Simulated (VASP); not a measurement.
Write the native input for VASP 6.6.1 that does the following.

* Task: single point
* Functional: PBE
* Potentials or basis: VASP PAW PBE potentials, release 64 (Sm_3, F), 4f in core
* Cutoff: 600 eV
* k mesh: 18 × 18 × 18
* Occupations: gaussian, width 0.1 eV
* Spin: no spin polarisation
* Dipole correction: no
* Further INCAR settings: ALGO = Normal; EDIFF = 1e-06; NBANDS = 16

The structure of SmF lies in POSCAR:

```
SmF
1.0
    0.0000000000      2.6124794434      2.6124794434
    2.6124794434      0.0000000000      2.6124794434
    2.6124794434      2.6124794434      0.0000000000
Sm F
1 1
Direct
    0.0000000000      0.0000000000      0.0000000000
    0.5000000000      0.5000000000      0.5000000000
```

The cell was generated, and may not be a known phase.

One way to write it, as run:

INCAR

```
PREC = Accurate ; ENCUT = 600
EDIFF = 1E-6 ; ISMEAR = 0
SIGMA = 0.1 ; LREAL = F
LASPH = T ; NELM = 200
ALGO = Normal ; ISIF = 2
LWAVE = F ; LCHARG = F
GGA = PE ; NBANDS = 16
GGA_COMPAT = F ; LMAXMIX = 6
```

KPOINTS

```
regular mesh
0
Gamma
  18 18 18
```

Potentials or basis: VASP PAW PBE potentials, release 64 (Sm_3, F), 4f in core.

The run is started by

```console
$ cat potpaw_PBE.64/Sm_3/POTCAR potpaw_PBE.64/F/POTCAR > POTCAR
$ mpirun -np 1 vasp_std > vasp.out
```

Results of the run:

```
Pressure               : 0.0 GPa
Band gap on the k mesh : zero (bands 9 and 10 overlap by 1.08 eV)
```

Caveat: spin-orbit coupling is left out, which moves the levels of the heavy elements; the 4f electrons are frozen in the core, so they carry no moment and show no levels; the run has no spin polarisation, though such a crystal can be magnetic.

Wall time 100 s on 1 thread of Intel(R) Xeon(R) Platinum 8259CL CPU @ 2.50GHz (Skylake/Cascade Lake), on a shared host, peak memory 0.28 GiB.
